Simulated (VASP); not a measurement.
# RuSe (F-43m) in VASP: notebook

The runs below take RuSe through single point, with PBE.

Program: VASP 6.6.1. These are calculated values, not measurements. Logs are shortened: lines on timing, memory, paths and dates and some standing lists are left out, and cuts for length are marked.

## 1. The cell of the first run

Symmetry: F-43m, No. 216, cubic system. The conventional cell has a = 5.618 Å, b = 5.618 Å, c = 5.618 Å, α = 90.00°, β = 90.00°, γ = 90.00°. Ru (site symmetry -43m) has 4 Se at 2.43 Å within 3.2 Å. Se (site symmetry -43m) has 4 Ru at 2.43 Å within 3.2 Å.

## 2. Single point, PBE

INCAR reads:

```
SYSTEM = RuSe
  PREC = Accurate
  ENCUT = 520
  EDIFF = 1E-6
  ISMEAR = 0
  SIGMA = 0.05
  LREAL = .FALSE.
  LASPH = .TRUE.
  NELM = 80
  ALGO = Normal
  ISIF = 2
  LWAVE = .FALSE.
  LCHARG = .TRUE.
  GGA = PE
  LELF = .TRUE.
  LVHAR = .TRUE.
  NBANDS = 17
```

KPOINTS reads:

```
Automatic mesh
0
G
  10 10 10
  0 0 0
```

POSCAR reads:

```
RuSe
1.0
    0.0000000000      2.8092320263      2.8092320263
    2.8092320263      0.0000000000      2.8092320263
    2.8092320263      2.8092320263      0.0000000000
Ru Se
1 1
Direct
    0.0000000000      0.0000000000      0.0000000000
    0.2500000000      0.2500000000      0.2500000000
```

Potentials or basis: VASP PAW PBE potentials, release 64 (Ru_pv, Se).

On the command line:

```
$ cat potpaw_PBE.64/Ru_pv/POTCAR potpaw_PBE.64/Se/POTCAR > POTCAR
$ mpirun -np 1 vasp_std > vasp.out
```

OUTCAR:

```text
SYSTEM = RuSe
   PREC = Accurate
   ENCUT = 520
   EDIFF = 1E-6
   ISMEAR = 0
   LREAL = .FALSE.
   LASPH = .TRUE.
   NELM = 80
   ISIF = 2
   GGA = PE

 ion  position               nearest neighbor table
   1  0.000  0.000  0.000-   2 2.43   2 2.43   2 2.43   2 2.43
   2  0.250  0.250  0.250-   1 2.43   1 2.43   1 2.43   1 2.43

  LATTYP: Found a face centered cubic cell.
 ALAT       =     5.6184640526

  Lattice vectors:

 A1 = (   0.0000000000,   2.8092320263,   2.8092320263)
 A2 = (   2.8092320263,   0.0000000000,   2.8092320263)
 A3 = (   2.8092320263,   2.8092320263,   0.0000000000)

Analysis of symmetry for initial positions (statically):
=====================================================================
 Subroutine PRICEL returns:
 Original cell was already a primitive cell.

 Routine SETGRP: Setting up the symmetry group for a
 face centered cubic supercell.

 Subroutine GETGRP returns: Found 24 space group operations
 (whereof 24 operations were pure point group operations)
 out of a pool of 48 trial point group operations.

The static configuration has the point symmetry T_d .

Analysis of symmetry for dynamics (positions and initial velocities):
=====================================================================
 Subroutine PRICEL returns:
 Original cell was already a primitive cell.

 Routine SETGRP: Setting up the symmetry group for a
 face centered cubic supercell.

 Subroutine GETGRP returns: Found 24 space group operations
 (whereof 24 operations were pure point group operations)
 out of a pool of 48 trial point group operations.

The dynamic configuration has the point symmetry T_d .

 Subroutine INISYM returns: Found 24 space group operations
 (whereof 24 operations are pure point group operations),
 and found     1 'primitive' translations

----------------------------------------------------------------------------------------

                                     Primitive cell

  volume of cell :      44.3397

  direct lattice vectors                    reciprocal lattice vectors
     0.000000000  2.809232026  2.809232026    -0.177984586  0.177984586  0.177984586
     2.809232026  0.000000000  2.809232026     0.177984586 -0.177984586  0.177984586
     2.809232026  2.809232026  0.000000000     0.177984586  0.177984586 -0.177984586

  length of vectors
     3.972854031  3.972854031  3.972854031     0.308278346  0.308278346  0.308278346

  position of ions in fractional coordinates (direct lattice)
[... 73 lines left out ...]
   ISPIN  =      1    spin polarized calculation?
   LNONCOLLINEAR =      F non collinear calculations
   LSORBIT =      F    spin-orbit coupling
   LASPH  =      T    aspherical Exc in radial PAW
   ENCUT  =  520.0 eV  38.22 Ry    6.18 a.u.   7.39  7.39  7.39*2*pi/ulx,y,z
   NELM   =     80;   NELMIN=  2; NELMDL= -5     # of ELM steps
   EDIFF  = 0.1E-05   stopping-criterion for ELM
   LREAL  =      F    real-space projection
   EDIFFG = 0.1E-04   stopping-criterion for IOM
   NSW    =      0    number of steps for IOM
   IBRION =     -1    ionic relax: 0-MD 1-quasi-New 2-CG
   NFREE  =      0    steps in history (QN), initial steepest desc. (CG)
   ISIF   =      2    stress and relaxation
   ISYM   =      2    0-nonsym 1-usesym 2-fastsym
   POTIM  = 0.5000    time-step for ionic-motion
   TEBEG  =    0.0;   TEEND  =   0.0 temperature during run
   PSTRESS=    0.0 pullay stress
   NELECT =      20.0000    total number of electrons
   NUPDOWN=      -1.0000    fix difference up-down
   EMIN   =  10.00;   EMAX   =-10.00  energy-range for DOS
   EFERMI =   0.00;   METHOD = LEGACY
   ISMEAR =     0;   SIGMA  =   0.05  broadening in eV -4-tet -1-fermi 0-gaus
   EFERMI_NEDOS =   21; number of points for ismear=-14 and -15
   IALGO  =     38    algorithm
   IMIX   =      4    mixing-type and parameters
     AMIX     =   0.40;   BMIX     =  1.00
     AMIX_MAG =   1.60;   BMIX_MAG =  1.00
  volume/ion in A,a.u.               =      22.17       149.61
  Fermi-wavevector in a.u.,A,eV,Ry     =   1.255511  2.372572 21.446974  1.576308
  Thomas-Fermi vector in A             =   2.389264
   LORBIT       =      0    0 simple, 1 ext, 2 COOP (PROOUT), +10 PAW based schemes
   GGA     = PE    functional components
   LHFCALC =     F    Hartree Fock is set to
   AEXX    =    0.0000 exact exchange contribution
   IVDW    =     0    specifies the selected vdW correction
   LEPSILON=     F    determine dielectric tensor
   LRPA    =     F    only Hartree local field effects (RPA)
 non-spin polarized calculation
 Gauss-broadening in eV      SIGMA  =   0.05
  energy-cutoff  :      520.00
  volume of cell :       44.34
 maximum number of plane-waves:      1243
 NGX is ok and might be reduce to    30
   NGX = 15   NGY = 15   NGZ = 15

 number of electron      20.0000003 magnetization

 Free energy of the ion-electron system (eV)
  ---------------------------------------------------
  ext. energy  EPLUGINS =         0.00000000
  ---------------------------------------------------
  free energy    TOTEN  =       -12.37127588 eV

  energy without entropy =      -12.36796890  energy(sigma->0) =      -12.36962239

 E-fermi :   5.6301     XC(G=0): -10.2611

 val. band max:        5.6294180251   @ k =   0.5000   0.4000   0.0000
 cond. band min:       5.6324084610   @ k =   0.4000   0.2000   0.1000
 fundamental gap:      0.0029904360
 Fermi energy:         5.6301080521

 k-point     1 :       0.0000    0.0000    0.0000
  band No.  band energies     occupation
      1     -36.8091      2.00000
      2     -36.8091      2.00000
      3     -36.8091      2.00000
      4      -9.0196      2.00000
      5       0.6972      2.00000
      6       0.6972      2.00000
[... 457 lines left out ...]
      4      -8.3480      2.00000
      5      -0.1407      2.00000
      6       1.3417      2.00000
[... 9 lines left out ...]
     16      15.8719      0.00000
     17      16.8018      0.00000

 [... further k-points ...]
[... 5 lines left out ...]
  --------------------------------------------------------------------------------------
  -------------------------------------------------------------------------------------
  Total       -1.7069399     -1.7069399     -1.7069399      0.0000000     -0.0000000     -0.0000000
  in kB      -61.6788097    -61.6788097    -61.6788097      0.0000000     -0.0000000     -0.0000000
  external PRESSURE =     -61.6788097 kB  Pullay stress =       0.0000000 kB

 VOLUME and BASIS-vectors are now :
 -----------------------------------------------------------------------------
  energy-cutoff  :      520.00
  volume of cell :       44.34
      direct lattice vectors                 reciprocal lattice vectors
     0.000000000  2.809232026  2.809232026    -0.177984586  0.177984586  0.177984586
     2.809232026  0.000000000  2.809232026     0.177984586 -0.177984586  0.177984586
     2.809232026  2.809232026  0.000000000     0.177984586  0.177984586 -0.177984586

 POSITION                                       TOTAL-FORCE (eV/Angst)
 -----------------------------------------------------------------------------------
      0.00000      0.00000      0.00000         0.000000      0.000000      0.000000
      1.40462      1.40462      1.40462        -0.000000     -0.000000     -0.000000
 -----------------------------------------------------------------------------------
    total drift:                                0.000001      0.000001      0.000001

  FREE ENERGIE OF THE ION-ELECTRON SYSTEM (eV)
  ---------------------------------------------------
  free  energy   TOTEN  =       -12.3712758842 eV

  energy  without entropy=      -12.3679688982  energy(sigma->0) =      -12.36962239
```

stdout:

```text
POSCAR found type information on POSCAR RuSe
 POSCAR found :  2 types and       2 ions
 scaLAPACK will be used
 LDA part: xc-table for (Slater+PW92), standard interpolation
 POSCAR, INCAR and KPOINTS ok, starting setup
 FFT: planning ... GRIDC
 FFT: planning ... GRID_SOFT
 FFT: planning ... GRID
 WAVECAR not read
 entering main loop
```

Run time: 58 s. Hardware: 1 thread of AMD EPYC 7R13, shared host; peak memory 0.16 GiB.

Results:

| Quantity | Value |
| --- | --- |
| Free energy | -12.3713 eV |
| Pressure | -6.2 GPa |
| Band gap on the k mesh | zero (band 10 reaches 7.49 eV, above the bottom of band 11 at 5.28 eV) |

## 3. Single point, PBE (volume scaled by 1.070)

INCAR reads:

```
PREC     = Accurate       # precision mode
ENCUT    = 520            # plane-wave cutoff, eV
EDIFF    = 1E-6           # SCF threshold, eV
ISMEAR   = 0              # smearing method
SIGMA    = 0.05           # smearing width, eV
LREAL    = F              # projectors in reciprocal space
LASPH    = T              # aspherical terms in the spheres
NELM     = 100            # most SCF steps
ALGO     = Normal         # electronic algorithm
ISIF     = 2              # what is computed and relaxed
LWAVE    = F              # write WAVECAR
LCHARG   = F              # write CHGCAR
GGA      = PE             # functional
NBANDS   = 17             # bands
```

KPOINTS reads:

```
Automatic mesh
0
Gamma
  10 10 10
```

POSCAR reads:

```
RuSe
1.0
    0.0000000000      2.8147899477      2.8147899477
    2.8147899477      0.0000000000      2.8147899477
    2.8147899477      2.8147899477      0.0000000000
Ru Se
1 1
Direct
    0.0000000000      0.0000000000      0.0000000000
    0.2500000000      0.2500000000      0.2500000000
```

Potentials or basis: VASP PAW PBE potentials, release 64 (Ru_pv, Se).

On the command line:

```
$ cat potpaw_PBE.64/Ru_pv/POTCAR potpaw_PBE.64/Se/POTCAR > POTCAR
$ mpirun -np 1 vasp_std > vasp.out
```

OUTCAR:

```text
PREC = Accurate
   ENCUT = 520
   EDIFF = 1E-6
   ISMEAR = 0
   LREAL = F
   LASPH = T
   NELM = 100
   ISIF = 2
   GGA = PE

 ion  position               nearest neighbor table
   1  0.000  0.000  0.000-   2 2.44   2 2.44   2 2.44   2 2.44
   2  0.250  0.250  0.250-   1 2.44   1 2.44   1 2.44   1 2.44

  LATTYP: Found a face centered cubic cell.
 ALAT       =     5.6295798954

  Lattice vectors:

 A1 = (   0.0000000000,   2.8147899477,   2.8147899477)
 A2 = (   2.8147899477,   0.0000000000,   2.8147899477)
 A3 = (   2.8147899477,   2.8147899477,   0.0000000000)

Analysis of symmetry for initial positions (statically):
=====================================================================
 Subroutine PRICEL returns:
 Original cell was already a primitive cell.

 Routine SETGRP: Setting up the symmetry group for a
 face centered cubic supercell.

 Subroutine GETGRP returns: Found 24 space group operations
 (whereof 24 operations were pure point group operations)
 out of a pool of 48 trial point group operations.

The static configuration has the point symmetry T_d .

Analysis of symmetry for dynamics (positions and initial velocities):
=====================================================================
 Subroutine PRICEL returns:
 Original cell was already a primitive cell.

 Routine SETGRP: Setting up the symmetry group for a
 face centered cubic supercell.

 Subroutine GETGRP returns: Found 24 space group operations
 (whereof 24 operations were pure point group operations)
 out of a pool of 48 trial point group operations.

The dynamic configuration has the point symmetry T_d .

 Subroutine INISYM returns: Found 24 space group operations
 (whereof 24 operations are pure point group operations),
 and found     1 'primitive' translations

----------------------------------------------------------------------------------------

                                     Primitive cell
[... 104 lines left out ...]
   EMIN   =  10.00;   EMAX   =-10.00  energy-range for DOS
   EFERMI =   0.00;   METHOD = LEGACY
   ISMEAR =     0;   SIGMA  =   0.05  broadening in eV -4-tet -1-fermi 0-gaus
   EFERMI_NEDOS =   21; number of points for ismear=-14 and -15
   IALGO  =     38    algorithm
   IMIX   =      4    mixing-type and parameters
     AMIX     =   0.40;   BMIX     =  1.00
     AMIX_MAG =   1.60;   BMIX_MAG =  1.00
  volume/ion in A,a.u.               =      22.30       150.50
  Fermi-wavevector in a.u.,A,eV,Ry     =   1.253032  2.367887 21.362361  1.570089
  Thomas-Fermi vector in A             =   2.386904
   LORBIT       =      0    0 simple, 1 ext, 2 COOP (PROOUT), +10 PAW based schemes
   GGA     = PE    functional components
   LHFCALC =     F    Hartree Fock is set to
   AEXX    =    0.0000 exact exchange contribution
   IVDW    =     0    specifies the selected vdW correction
   LEPSILON=     F    determine dielectric tensor
   LRPA    =     F    only Hartree local field effects (RPA)
 non-spin polarized calculation
 Gauss-broadening in eV      SIGMA  =   0.05
  energy-cutoff  :      520.00
  volume of cell :       44.60
 maximum number of plane-waves:      1243
 NGX is ok and might be reduce to    30
   NGX = 15   NGY = 15   NGZ = 15

 number of electron      20.0000005 magnetization

 Free energy of the ion-electron system (eV)
  ---------------------------------------------------
  ext. energy  EPLUGINS =         0.00000000
  ---------------------------------------------------
  free energy    TOTEN  =       -12.36076676 eV

  energy without entropy =      -12.35740404  energy(sigma->0) =      -12.35908540

 E-fermi :   5.5645     XC(G=0): -10.2317

 val. band max:        5.5641930629   @ k =   0.5000   0.4000   0.0000
 cond. band min:       5.5669051501   @ k =   0.4000   0.2000   0.1000
 fundamental gap:      0.0027120871
 Fermi energy:         5.5644697504

 k-point     1 :       0.0000    0.0000    0.0000
  band No.  band energies     occupation
      1     -36.8656      2.00000
      2     -36.8656      2.00000
      3     -36.8656      2.00000
      4      -9.0541      2.00000
      5       0.6623      2.00000
      6       0.6623      2.00000
[... 457 lines left out ...]
      4      -8.3913      2.00000
      5      -0.1718      2.00000
      6       1.2993      2.00000
[... 9 lines left out ...]
     16      15.7798      0.00000
     17      16.7007      0.00000

 [... further k-points ...]
[... 5 lines left out ...]
  --------------------------------------------------------------------------------------
  -------------------------------------------------------------------------------------
  Total       -1.8565117     -1.8565117     -1.8565117      0.0000000      0.0000000     -0.0000000
  in kB      -66.6868656    -66.6868656    -66.6868656      0.0000000      0.0000000     -0.0000000
  external PRESSURE =     -66.6868656 kB  Pullay stress =       0.0000000 kB

 VOLUME and BASIS-vectors are now :
 -----------------------------------------------------------------------------
  energy-cutoff  :      520.00
  volume of cell :       44.60
      direct lattice vectors                 reciprocal lattice vectors
     0.000000000  2.814789948  2.814789948    -0.177633148  0.177633148  0.177633148
     2.814789948  0.000000000  2.814789948     0.177633148 -0.177633148  0.177633148
     2.814789948  2.814789948  0.000000000     0.177633148  0.177633148 -0.177633148

 POSITION                                       TOTAL-FORCE (eV/Angst)
 -----------------------------------------------------------------------------------
      0.00000      0.00000      0.00000         0.000000      0.000000      0.000000
      1.40739      1.40739      1.40739        -0.000000     -0.000000     -0.000000
 -----------------------------------------------------------------------------------
    total drift:                                0.000001      0.000001      0.000001

  FREE ENERGIE OF THE ION-ELECTRON SYSTEM (eV)
  ---------------------------------------------------
  free  energy   TOTEN  =       -12.3607667641 eV

  energy  without entropy=      -12.3574040375  energy(sigma->0) =      -12.35908540
```

It took 58 s on 1 thread of AMD EPYC 7R13, shared host; peak memory 0.16 GiB.

Results:

```
Free energy            : -12.3608 eV
Pressure               : -6.7 GPa
Band gap on the k mesh : zero (band 10 reaches 7.41 eV, above the bottom of band 11 at 5.21 eV)
```

Levels at points of the mesh, in eV from the Fermi level:
| k point | band 6 | band 7 | band 8 | band 9 | band 10 | band 11 | band 12 | band 13 | band 14 | band 15 |
| --- | --- | --- | --- | --- | --- | --- | --- | --- | --- | --- |
| (0.00, 0.00, 0.00) | -4.90 | -4.90 | -1.53 | -1.53 | 1.71 | 3.11 | 3.11 | 3.11 | 7.38 | 7.38 |
| (0.50, 0.00, 0.00) | -4.56 | -4.56 | -1.32 | -1.32 | -1.09 | 1.42 | 1.42 | 4.00 | 8.34 | 8.34 |
| (0.50, 0.50, 0.00) | -3.90 | -3.90 | -1.89 | -1.03 | -0.83 | -0.33 | -0.33 | 4.99 | 6.49 | 10.67 |
